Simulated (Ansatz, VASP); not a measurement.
# HRh6 in VASP and in Ansatz

The input INCAR:

```
SYSTEM = HRh6
ALGO = Normal
DIPOL = 0.5 0.5 0.287
EDIFF = 1E-6
ENCUT = 520
GGA = PE
IDIPOL = 3
ISIF = 2
ISMEAR = 0
LASPH = .TRUE.
LCHARG = .FALSE.
LDIPOL = .TRUE.
LREAL = .FALSE.
LWAVE = .FALSE.
NBANDS = 104
NELM = 60
PREC = Accurate
SIGMA = 0.1
```

The input KPOINTS:

```
k-points
0
G
  5 5 1
  0 0 0
```

File POSCAR:

```
HRh6
1.0
    5.4163401145      0.0000000000      0.0000000000
    0.0000000000      5.4163401145      0.0000000000
    0.0000000000      0.0000000000     21.6737367085
Rh H
12 2
Direct
    0.2500000000      0.2500000000      0.1845551625
    0.2500000000      0.7500000000      0.1845551625
    0.7500000000      0.2500000000      0.1845551625
    0.7500000000      0.7500000000      0.1845551625
    0.0000000000      0.0000000000      0.2693761947
    0.0000000000      0.5000000000      0.2693761947
    0.5000000000      0.0000000000      0.2693761947
    0.5000000000      0.5000000000      0.2693761947
    0.2500000000      0.2500000000      0.3540569313
    0.2500000000      0.7500000000      0.3540569313
    0.7500000000      0.2500000000      0.3540569313
    0.7500000000      0.7500000000      0.3540569313
    0.2936798694      0.5000000000      0.3895838001
    0.7063201306      0.5000000000      0.3895838001
```

Input for Ansatz:

```yaml
crystal:
  lattice:
    - [5.4163401145, 0.0, 0.0]
    - [0.0, 5.4163401145, 0.0]
    - [0.0, 0.0, 21.6737367085]
  atoms:
    - { symbol: Rh, position: [0.25, 0.25, 0.1845551625] }
    - { symbol: Rh, position: [0.25, 0.75, 0.1845551625] }
    - { symbol: Rh, position: [0.75, 0.25, 0.1845551625] }
    - { symbol: Rh, position: [0.75, 0.75, 0.1845551625] }
    - { symbol: Rh, position: [0.0, 0.0, 0.2693761947] }
    - { symbol: Rh, position: [0.0, 0.5, 0.2693761947] }
    - { symbol: Rh, position: [0.5, 0.0, 0.2693761947] }
    - { symbol: Rh, position: [0.5, 0.5, 0.2693761947] }
    - { symbol: Rh, position: [0.25, 0.25, 0.3540569313] }
    - { symbol: Rh, position: [0.25, 0.75, 0.3540569313] }
    - { symbol: Rh, position: [0.75, 0.25, 0.3540569313] }
    - { symbol: Rh, position: [0.75, 0.75, 0.3540569313] }
    - { symbol: H, position: [0.2936798694, 0.5, 0.3895838001] }
    - { symbol: H, position: [0.7063201306, 0.5, 0.3895838001] }
basis:
  ecutwfc: 420
kpoints:
  mp_grid: { grid: [5, 5, 1] }
hamiltonian:
  xc: pbe
scf:
  occupations: { method: gaussian, width: 0.1 }
output:
  forces: true
  eigenvalues: true
efield:
  axis: 3
  dipole_correction: true
  ramp_width: 0.04
```

Alike in both runs: task single point; functional PBE; k mesh 5 × 5 × 1; occupations gaussian, width 0.1 eV; no spin polarisation.

```csv
,VASP,Ansatz
version,VASP 6.6.1,Ansatz 0.2.0
potentials or method,"VASP PAW PBE potentials, release 64 (Rh_pv, H), cutoff 520 eV","scalar-relativistic, plane waves, PAW"
valence electrons in the cell,182,206
```

|  | VASP | Ansatz | Ansatz less VASP |
| --- | --- | --- | --- |
| gap on the k mesh at the Fermi level (eV) | none | none | - |
| rms of the force components (eV/Å) | 0.752 | 0.745 | -0.0076 |

Atom by atom the forces differ by 0.008 eV/Å (rms over components). A gap of «none» marks a metal or a gap that the smearing closes. VASP's potentials hold 182 valence electrons a cell and Ansatz's 206, so a difference there can come from the potentials and not from the codes.
